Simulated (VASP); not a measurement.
# C: single point with PBE

The system is C.

```xyz
4
Lattice="2.5447 0.0000 0.0000 -1.2724 2.2038 0.0000 0.0000 0.0000 4.2352" Properties=species:S:1:pos:R:3 pbc="T T T"
C     0.0000    1.4692    0.2657
C     1.2724    0.7346    2.3833
C     0.0000    1.4692    1.8520
C     1.2724    0.7346    3.9696
```

This cell differs from its parent crystal: volume scaled by 1.04.

| Item | Value |
| --- | --- |
| Program | VASP 6.6.1 |
| Task | single point |
| Functional | PBE |
| Potentials or basis | VASP PAW PBE potentials, release 64 (C) |
| Cutoff | 520 eV |
| k mesh | 12 × 12 × 7 |
| Occupations | fermi-dirac, width 0.05 eV |
| Spin | no spin polarisation |

```yaml
Pressure: -15.3 GPa
Largest_force: 0.040 eV/Å
Band_gap_on_the_k_mesh: 3.47 eV, indirect (least direct gap 4.90 eV)
```

Forces in eV/Å, atoms in the order of the input:
```
C    0.000  0.000 -0.040
C    0.000  0.000 -0.040
C    0.000  0.000  0.040
C    0.000  0.000  0.040
```

Stress tensor (GPa, compression positive):
```
-15.24   0.00   0.00
  0.00 -15.24   0.00
  0.00   0.00 -15.52
```

Levels at points of the mesh, in eV from the valence-band top:
```csv
k point,band 6,band 7,band 8,band 9,band 10,band 11
"(0.00, 0.00, 0.00)",-0.44,0.00,0.00,4.90,4.90,5.23
"(0.50, 0.00, 0.00)",-6.17,-5.64,-3.00,4.38,8.00,8.12
```

Run time: 36 s on 1 thread of Intel Xeon 6975P-C (shared host), peak memory 0.11 GiB.

 A k mesh can miss the band edges.
